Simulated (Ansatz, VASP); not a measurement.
## Two plane-wave programs on S

```
S
1.0
     2.34166    0.00000    0.00000
     0.00000    2.39254    0.00000
     0.00000    0.00000    4.48011
S
1
Direct
  0.50000 0.00000 0.00000
```

Alike in both runs: task relaxation of cell and atoms; functional PBE; k mesh 24 × 22 × 12; occupations gaussian, width 0.1 eV; no spin polarisation.

|  | VASP | Ansatz |
| --- | --- | --- |
| version | VASP 6.6.1 | Ansatz 0.2.0 |
| potentials or method | VASP PAW PBE potentials, release 64 (S), cutoff 600 eV | scalar-relativistic, plane waves, PAW |
| valence electrons in the cell | 6 | 6 |

|  | VASP | Ansatz | Ansatz less VASP |
| --- | --- | --- | --- |
| gap on the k mesh at the Fermi level, each at its own relaxed structure (eV) | none | none | - |
| relaxed volume (Å³/atom) | 25.05 | 25.10 | +0.049 |
| relaxed cell length with the largest relative difference (Å) | 2.339 | 2.342 | +0.0024 |

A gap of «none» marks a metal or a gap that the smearing closes.
